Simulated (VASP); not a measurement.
Crystal: MgS.

```
CELL_PARAMETERS angstrom
4.04877 0.00000 0.00000
-2.02438 3.50634 0.00000
0.00000 0.00000 6.48666
ATOMIC_POSITIONS crystal
Mg 0.33333 0.66667 0.99713
Mg 0.66667 0.33333 0.49713
S 0.33333 0.66667 0.37787
S 0.66667 0.33333 0.87787
```

This cell differs from its parent crystal: strain +0.5%.

Base run:

```yaml
Program: VASP 6.6.1
Functional: HSE06
Potentials_or_basis: VASP PAW PBE potentials, release 64 (Mg, S)
Cutoff: 520 eV
k_mesh: 6 × 6 × 4
Occupations: gaussian, width 0.01 eV
Spin: no spin polarisation
```

Its results: band gap on the k mesh 4.44 eV, direct; pressure -1.0 GPa.

**Question.** The run is repeated on the same cell with these changes: functional from HSE06 to r2SCAN; k mesh from 6 × 6 × 4 to 12 × 12 × 4. What comes out?

**Answer.** Band gap on the k mesh 4.06 eV, direct; pressure -1.1 GPa.

Several settings changed at once, so the effect can't be laid on one alone.

Caveats: the PAW data sets were made with another functional, which shifts forces and pressure a little.

A k mesh can miss the band edges.
